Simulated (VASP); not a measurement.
Write the native input for VASP 6.6.1 that does the following.

```
Task                   : single point
Functional             : PBE
Potentials or basis    : VASP PAW PBE potentials, release 64 (Mg, Ge_d, N)
Cutoff                 : 520 eV
k mesh                 : 12 × 12 × 4
Occupations            : gaussian, width 0.1 eV
Spin                   : no spin polarisation
Dipole correction      : no
Further INCAR settings : ALGO = Normal; EDIFF = 1e-06; NBANDS = 26
```

The structure of Mg2Ge2N lies in POSCAR:

```
Mg2Ge2N
1.0
    3.2690058686      0.0000000000      0.0000000000
   -1.6345029343      2.8310421274      0.0000000000
    0.0000000000      0.0000000000      8.8650583741
Mg Ge N
2 2 1
Direct
    0.6666666667      0.3333333333      0.8841026418
    0.3333333333      0.6666666667      0.1158973582
    0.3333333333      0.6666666667      0.6031777571
    0.6666666667      0.3333333333      0.3968222429
    0.0000000000      0.0000000000      0.0000000000
```

The input as run:

INCAR

```
SYSTEM = Mg2Ge2N
PREC = Accurate
ENCUT = 520
EDIFF = 1E-6
ISMEAR = 0
SIGMA = 0.1
LREAL = .False.
LASPH = .True.
NELM = 100
ALGO = Normal
ISIF = 2
LWAVE = .False.
LCHARG = .False.
GGA = PE
NBANDS = 26
```

KPOINTS

```
regular mesh
0
Gamma
  12 12 4
  0 0 0
```

Potentials or basis: VASP PAW PBE potentials, release 64 (Mg, Ge_d, N).

Run with:

```console
$ cat potpaw_PBE.64/Mg/POTCAR potpaw_PBE.64/Ge_d/POTCAR potpaw_PBE.64/N/POTCAR > POTCAR
$ mpirun -np 1 vasp_std > vasp.out
```

It gave:

The pressure is -0.1 GPa. The largest force is 0.048 eV/Å.

Run time: 110 s on 1 thread of Intel(R) Xeon(R) Platinum 8488C (Sapphire Rapids) (shared host), peak memory 0.28 GiB.
